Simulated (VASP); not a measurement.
A run of VASP 6.6.1:

File INCAR:

```
PREC     = Accurate       # precision mode
ENCUT    = 520            # plane-wave cutoff, eV
EDIFF    = 1E-7           # SCF threshold, eV
ISMEAR   = 0              # smearing method
SIGMA    = 0.01           # smearing width, eV
LREAL    = False          # projectors in reciprocal space
LASPH    = True           # aspherical terms in the spheres
NELM     = 100            # most SCF steps
ALGO     = Normal         # electronic algorithm
ISIF     = 2              # what is computed and relaxed
LWAVE    = False          # write WAVECAR
LCHARG   = False          # write CHGCAR
GGA      = PE             # functional
NBANDS   = 17             # bands
```

KPOINTS

```
Automatic mesh
0
Gamma
  10 10 10
```

POSCAR

```
SnTe
1.0
    0.0000000000      3.0727251482      3.0727251482
    3.0727251482      0.0000000000      3.0727251482
    3.0727251482      3.0727251482      0.0000000000
Sn Te
1 1
Direct
    0.0000000000      0.0000000000      0.0000000000
    0.5000000000      0.5000000000      0.5000000000
```

Potentials or basis: VASP PAW PBE potentials, release 64 (Sn_d, Te).

Run with:

```console
$ cat potpaw_PBE.64/Sn_d/POTCAR potpaw_PBE.64/Te/POTCAR > POTCAR
$ mpirun -np 1 vasp_std > vasp.out
```

Hardware: 1 thread of AMD EPYC 9R14 (Zen 4), with other jobs on the host.

Problem. Estimate the wall time of this run.

Solution. Wall time 24 s on 1 thread of AMD EPYC 9R14 (Zen 4) (shared host), peak memory 0.17 GiB. Counts: scf iterations 15, k points 47.
